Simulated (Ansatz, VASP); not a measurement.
**One calculation of MgO, two programs**

```
Mg O
1.0
     3.66220    0.00000    0.00000
    -1.83110    3.17156    0.00000
     0.00000    0.00000    4.45140
Mg O
2 2
Direct
  0.66667 0.33333 0.75000
  0.33333 0.66667 0.25000
  0.66667 0.33333 0.25000
  0.33333 0.66667 0.75000
```

Alike in both runs: task single point; functional PBE; k mesh 9 × 9 × 6; occupations gaussian, width 0.05 eV; no spin polarisation.

|  | VASP | Ansatz |
| --- | --- | --- |
| version | VASP 6.6.1 | Ansatz 0.2.0 |
| potentials or method | VASP PAW PBE potentials, release 64 (Mg, O), cutoff 520 eV | scalar-relativistic, plane waves, PAW |
| valence electrons in the cell | 16 | 32 |

Ansatz gave:

```
gap on the k mesh at the Fermi level (eV)                     : 2.64
least direct gap on the mesh (eV)                             : 2.64
pressure (GPa)                                                : -12.2
traceless stress, the component that is largest in VASP (GPa) : -0.76
```

Question: Which values does VASP return?

Answer: gap on the k mesh at the Fermi level (eV): 2.62; least direct gap on the mesh (eV): 2.62; pressure (GPa): -12.7; traceless stress, the component that is largest in VASP (GPa): -0.83.

VASP's potentials hold 16 valence electrons a cell and Ansatz's 32, so a difference there can come from the potentials and not from the codes.
